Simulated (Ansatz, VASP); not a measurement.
# Two plane-wave programs on Li2Se

```
Li Se
1.0
     0.00000    2.94121    2.94121
     2.94121    0.00000    2.94121
     2.94121    2.94121    0.00000
Li Se
2 1
Cartesian
  1.4706 1.4706 1.4706
  4.4118 4.4118 4.4118
  0.0000 0.0000 0.0000
```

Alike in both runs: task single point; functional PBE; k mesh 6 × 6 × 6; no spin polarisation.

|  | VASP | Ansatz |
| --- | --- | --- |
| version | VASP 6.6.1 | Ansatz 0.2.0 |
| potentials or method | VASP PAW PBE potentials, release 64 (Li_sv, Se) | plane waves, PAW |
| plane-wave cutoff (eV) | 750 | 420 |
| occupations | gaussian, width 0.01 eV | fixed |
| valence electrons in the cell | 12 | 22 |

Ansatz gave:

* gap on the k mesh at the Fermi level (eV): 2.93
* pressure (GPa): 2.4

**Question.** What did VASP give for the same quantities?

**Answer.** gap on the k mesh at the Fermi level (eV): 2.92; pressure (GPa): 2.3.

VASP's potentials hold 12 valence electrons a cell and Ansatz's 22, so a difference there can come from the potentials and not from the codes.
